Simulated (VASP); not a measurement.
Set up this calculation in VASP 6.6.1, as the native input.

| Property | Result |
| --- | --- |
| Task | single point |
| Functional | LDA |
| Potentials or basis | VASP PAW LDA potentials, release 64 (C) |
| Cutoff | 520 eV |
| k mesh | 15 × 15 × 5 |
| Occupations | methfessel-paxton, width 0.01 eV |
| Spin | no spin polarisation |
| Dipole correction | no |
| Further INCAR settings | ALGO = Normal; EDIFF = 1e-07; NBANDS = 16 |

The structure of C lies in POSCAR:

```
C
1.0
    2.4449954633      0.0000000000      0.0000000000
   -1.2224977317      2.1174281834      0.0000000000
    0.0000000000      0.0000000000      6.6104633561
C
4
Direct
    1.0000000000      1.0000000000      0.2500000000
    0.0000000000      0.0000000000      0.7500000000
    0.3333333333      0.6666666667      0.2500000000
    0.6666666667      0.3333333333      0.7500000000
```

The input as run:

INCAR

```
ALGO     = Normal         # electronic algorithm
EDIFF    = 1E-7           # SCF threshold, eV
ENCUT    = 520            # plane-wave cutoff, eV
ISIF     = 2              # what is computed and relaxed
ISMEAR   = 1              # smearing method
LASPH    = True           # aspherical terms in the spheres
LCHARG   = False          # write CHGCAR
LREAL    = False          # projectors in reciprocal space
LWAVE    = False          # write WAVECAR
NBANDS   = 16             # bands
NELM     = 60             # most SCF steps
PREC     = Accurate       # precision mode
SIGMA    = 0.01           # smearing width, eV
```

KPOINTS

```
k-points
0
Gamma
  15 15 5
```

Potentials or basis: VASP PAW LDA potentials, release 64 (C).

Command:

```console
$ cat potpaw_LDA.64/C/POTCAR > POTCAR
$ mpirun -np 1 vasp_std > vasp.out
```

It gave:

```yaml
Pressure: 0.8 GPa
Band_gap_on_the_k_mesh: zero (band 8 reaches 4.84 eV, above the bottom of band 9 at 4.80 eV)
```

Wall time 42 s on 1 thread of Intel Xeon 8259CL, on a shared host, peak memory 0.14 GiB.
